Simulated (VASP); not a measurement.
# Sb (R-3m) in VASP: further runs, part 2 of 2

VASP 6.6.1.

### 5 Single point, PBEsol (strain -0.015 along x and y, +0.030 along z)

File INCAR:

```
ALGO     = Normal         # electronic algorithm
EDIFF    = 1E-7           # SCF threshold, eV
ENCUT    = 520            # plane-wave cutoff, eV
GGA      = PS             # functional
ISIF     = 2              # what is computed and relaxed
ISMEAR   = 0              # smearing method
LASPH    = T              # aspherical terms in the spheres
LCHARG   = T              # write CHGCAR
LELF     = T              # ELF
LREAL    = F              # projectors in reciprocal space
LVHAR    = T            
LWAVE    = F              # write WAVECAR
NBANDS   = 12             # bands
NELM     = 60             # most SCF steps
PREC     = Accurate       # precision mode
SIGMA    = 0.15           # smearing width, eV
```

File KPOINTS:

```
k-points
0
Gamma
  12 12 12
```

File POSCAR:

```
Sb
1.0
    2.1183413270      1.2230249354      3.8563200000
   -2.1183413270      1.2230249354      3.8563200000
    0.0000000000     -2.4460498707      3.8563200000
Sb
2
Direct
    0.2336400000      0.2336400000      0.2336400000
    0.7663600000      0.7663600000      0.7663600000
```

Potentials or basis: VASP PAW PBE potentials, release 64 (Sb).

Run with:

```
$ cat potpaw_PBE.64/Sb/POTCAR > POTCAR
$ mpirun -np 1 vasp_std > vasp.out
```

OUTCAR:

```text
EDIFF = 1E-7
   ENCUT = 520
   GGA = PS
   ISIF = 2
   ISMEAR = 0
   LASPH = T
   LREAL = F
   NELM = 60
   PREC = Accurate

 ion  position               nearest neighbor table
   1  0.234  0.234  0.234-   2 2.90   2 2.90   2 2.90   2 3.36   2 3.36   2 3.36
   2  0.766  0.766  0.766-   1 2.90   1 2.90   1 2.90   1 3.36   1 3.36   1 3.36

  LATTYP: Found a trigonal (rhomboedric) cell.
 ALAT       =     4.5666578493
 COS(alpha) =     0.5696469097

  Lattice vectors:

 A1 = (   2.1183413270,   1.2230249354,   3.8563200000)
 A2 = (  -2.1183413270,   1.2230249354,   3.8563200000)
 A3 = (   0.0000000000,  -2.4460498707,   3.8563200000)

Analysis of symmetry for initial positions (statically):
=====================================================================
 Subroutine PRICEL returns:
 Original cell was already a primitive cell.

 Routine SETGRP: Setting up the symmetry group for a
 trigonal (rhombohedral) supercell.

 Subroutine GETGRP returns: Found 12 space group operations
 (whereof 12 operations were pure point group operations)
 out of a pool of 12 trial point group operations.

The static configuration has the point symmetry D_3d.

Analysis of symmetry for dynamics (positions and initial velocities):
=====================================================================
 Subroutine PRICEL returns:
 Original cell was already a primitive cell.

 Routine SETGRP: Setting up the symmetry group for a
 trigonal (rhombohedral) supercell.

 Subroutine GETGRP returns: Found 12 space group operations
 (whereof 12 operations were pure point group operations)
 out of a pool of 12 trial point group operations.

The dynamic configuration has the point symmetry D_3d.

 Subroutine INISYM returns: Found 12 space group operations
 (whereof 12 operations are pure point group operations),
 and found     1 'primitive' translations

----------------------------------------------------------------------------------------

                                     Primitive cell

  volume of cell :      59.9454

  direct lattice vectors                    reciprocal lattice vectors
     2.118341327  1.223024935  3.856320000     0.236033728  0.136274136  0.086438193
    -2.118341327  1.223024935  3.856320000    -0.236033728  0.136274136  0.086438193
     0.000000000 -2.446049871  3.856320000     0.000000000 -0.272548272  0.086438193

  length of vectors
     4.566657849  4.566657849  4.566657849     0.285926777  0.285926777  0.285926777

  position of ions in fractional coordinates (direct lattice)
     0.233640000  0.233640000  0.233640000
     0.766360000  0.766360000  0.766360000

  ion indices of the primitive-cell ions
   primitive index   ion index
                 1           1
                 2           2

----------------------------------------------------------------------------------------

 KPOINTS: k-points

Automatic generation of k-mesh.
 Grid dimensions read from file:
 generate k-points for:   12   12   12

 Generating k-lattice:

  Cartesian coordinates                     Fractional coordinates (reciprocal lattice)
     0.019669477  0.011356178  0.007203183     0.083333333 -0.000000000  0.000000000
[... 40 lines left out ...]
 [... further k-points ...]
   k-points           NKPTS =    189   k-points in BZ     NKDIM =    189   number of bands    NBANDS=     12
   number of dos      NEDOS =    301   number of ions     NIONS =      2
   total plane-waves  NPLWV =  46656
   dimension x,y,z NGX =    36 NGY =   36 NGZ =   36
   dimension x,y,z NGXF=    72 NGYF=   72 NGZF=   72
   ions per type =               2
   NGX,Y,Z   is equivalent  to a cutoff of  13.11, 13.11, 13.11 a.u.
   NGXF,Y,Z  is equivalent  to a cutoff of  26.21, 26.21, 26.21 a.u.
 SYSTEM =  unknown system
   PREC   = accura    normal or accurate (medium, high low for compatibility)
   ISTART =      0    job   : 0-new  1-cont  2-samecut
   ICHARG =      2    charge: 1-file 2-atom 10-const
   ISPIN  =      1    spin polarized calculation?
   LNONCOLLINEAR =      F non collinear calculations
   LSORBIT =      F    spin-orbit coupling
   LASPH  =      T    aspherical Exc in radial PAW
   ENCUT  =  520.0 eV  38.22 Ry    6.18 a.u.   8.49  8.49  8.49*2*pi/ulx,y,z
   NELM   =     60;   NELMIN=  2; NELMDL= -5     # of ELM steps
   EDIFF  = 0.1E-06   stopping-criterion for ELM
   LREAL  =      F    real-space projection
   EDIFFG = 0.1E-05   stopping-criterion for IOM
   NSW    =      0    number of steps for IOM
   IBRION =     -1    ionic relax: 0-MD 1-quasi-New 2-CG
   NFREE  =      0    steps in history (QN), initial steepest desc. (CG)
   ISIF   =      2    stress and relaxation
   ISYM   =      2    0-nonsym 1-usesym 2-fastsym
   POTIM  = 0.5000    time-step for ionic-motion
   TEBEG  =    0.0;   TEEND  =   0.0 temperature during run
   PSTRESS=    0.0 pullay stress
   NELECT =      10.0000    total number of electrons
   NUPDOWN=      -1.0000    fix difference up-down
   EMIN   =  10.00;   EMAX   =-10.00  energy-range for DOS
   EFERMI =   0.00;   METHOD = LEGACY
   ISMEAR =     0;   SIGMA  =   0.15  broadening in eV -4-tet -1-fermi 0-gaus
   EFERMI_NEDOS =   21; number of points for ismear=-14 and -15
   IALGO  =     38    algorithm
   IMIX   =      4    mixing-type and parameters
     AMIX     =   0.40;   BMIX     =  1.00
     AMIX_MAG =   1.60;   BMIX_MAG =  1.00
  volume/ion in A,a.u.               =      29.97       202.27
  Fermi-wavevector in a.u.,A,eV,Ry     =   0.901204  1.703028 11.050218  0.812168
  Thomas-Fermi vector in A             =   2.024256
   LORBIT       =      0    0 simple, 1 ext, 2 COOP (PROOUT), +10 PAW based schemes
   GGA     = PS    functional components
   LHFCALC =     F    Hartree Fock is set to
   AEXX    =    0.0000 exact exchange contribution
   IVDW    =     0    specifies the selected vdW correction
   LEPSILON=     F    determine dielectric tensor
   LRPA    =     F    only Hartree local field effects (RPA)
 non-spin polarized calculation
 Gauss-broadening in eV      SIGMA  =   0.15
  energy-cutoff  :      520.00
  volume of cell :       59.95
 maximum number of plane-waves:      1632
 NGX is ok and might be reduce to    36
   NGX = 17   NGY = 17   NGZ = 17

 number of electron      10.0000000 magnetization

 Free energy of the ion-electron system (eV)
  ---------------------------------------------------
  ext. energy  EPLUGINS =         0.00000000
  ---------------------------------------------------
  free energy    TOTEN  =        -9.09621679 eV

  energy without entropy =       -9.09228006  energy(sigma->0) =       -9.09424842

 E-fermi :   7.2270     XC(G=0):  -9.6946

 val. band max:        7.2019410142   @ k =   0.3333   0.2500   0.2500
 cond. band min:       7.2472128138   @ k =  -0.4167   0.0833   0.0000
 fundamental gap:      0.0452717996
 Fermi energy:         7.2270470324

 k-point     1 :       0.0000    0.0000    0.0000
  band No.  band energies     occupation
      1      -5.5759      2.00000
      2       2.3904      2.00000
      3       4.8476      2.00000
      4       5.6093      2.00000
      5       5.6093      2.00000
      6       9.2941      0.00000
      7       9.9287      0.00000
      8       9.9287      0.00000
      9      12.4348      0.00000
     10      12.4810      0.00000
     11      12.4810      0.00000
     12      13.7552      0.00000
[... 331 lines left out ...]
 k-point    24 :      -0.4167    0.1667    0.0000
  band No.  band energies     occupation
      1      -2.9888      2.00000
      2      -2.2287      2.00000
      3       3.4773      2.00000
      4       4.7647      2.00000
      5       5.4858      2.00000
      6       7.9541      0.00000
      7       8.4991      0.00000
      8      10.3323      0.00000
      9      13.5446      0.00000
     10      14.5341      0.00000
     11      15.1360      0.00000
     12      16.6668      0.00000

 [... further k-points ...]

------------------------ aborting loop because EDIFF is reached ----------------------------------------

  FORCE on cell =-STRESS in cart. coord.  units (eV):
  Direction    XX          YY          ZZ          XY          YZ          ZX
  --------------------------------------------------------------------------------------
  -------------------------------------------------------------------------------------
  Total        0.5868022      0.5868022     -0.1450634      0.0000000     -0.0000000      0.0000000
  in kB       15.6836358     15.6836358     -3.8771517      0.0000000     -0.0000000      0.0000000
  external PRESSURE =       9.1633733 kB  Pullay stress =       0.0000000 kB

 VOLUME and BASIS-vectors are now :
 -----------------------------------------------------------------------------
  energy-cutoff  :      520.00
  volume of cell :       59.95
      direct lattice vectors                 reciprocal lattice vectors
     2.118341327  1.223024935  3.856320000     0.236033728  0.136274136  0.086438193
    -2.118341327  1.223024935  3.856320000    -0.236033728  0.136274136  0.086438193
     0.000000000 -2.446049871  3.856320000     0.000000000 -0.272548272  0.086438193

 POSITION                                       TOTAL-FORCE (eV/Angst)
 -----------------------------------------------------------------------------------
      0.00000      0.00000      2.70297         0.000000      0.000000      0.191357
      0.00000      0.00000      8.86599         0.000000     -0.000000     -0.191357
 -----------------------------------------------------------------------------------
    total drift:                                0.000000     -0.000000      0.000000

  FREE ENERGIE OF THE ION-ELECTRON SYSTEM (eV)
  ---------------------------------------------------
  free  energy   TOTEN  =        -9.0962167874 eV

  energy  without entropy=       -9.0922800606  energy(sigma->0) =       -9.09424842
```

Run time: 2.7 min. Hardware: 1 thread of Intel Xeon 8259CL, shared host; peak memory 0.28 GiB.

Results:

```yaml
Free_energy: -9.0962 eV
Pressure: 0.9 GPa
Largest_force: 0.191 eV/Å
Band_gap_on_the_k_mesh: zero (band 5 reaches 7.36 eV, above the bottom of band 6 at 7.03 eV)
```

Forces in eV/Å, atoms in the order of the input:
```
Sb   0.000  0.000  0.191
Sb   0.000  0.000 -0.191
```

Caveat: the cell differs from its parent crystal (strain -0.015 along x and y, +0.030 along z); the PAW data sets were made with another functional, which shifts forces and pressure a little; spin-orbit coupling is left out, which moves the levels of the heavy elements.

### 6 The runs side by side

| cell | gap on the mesh (eV) | pressure (GPa) | largest force (eV/Å) |
| --- | --- | --- | --- |
| a = 4.472 Å, angles 56.5°, 2 atoms | none | 2.7 | 0.39 |
| a = 4.446 Å, angles 57.9°, 2 atoms | none | 1.4 | 0.32 |
| a = 4.519 Å, angles 55.9°, 2 atoms | none | 1.8 | 0.29 |
| a = 4.567 Å, angles 55.3°, 2 atoms | none | 0.9 | 0.19 |

Alike in all rows: task single point; level PBEsol; potentials or basis VASP PAW PBE potentials, release 64 (Sb); no spin polarisation; k mesh 12 × 12 × 12; cutoff (eV) 520; smearing gaussian 0.15 eV.

Caveats: the PAW data sets were made with another functional, which shifts forces and pressure a little; spin-orbit coupling is left out, which moves the levels of the heavy elements.

Absolute energies hang on the potentials; compare differences alone.
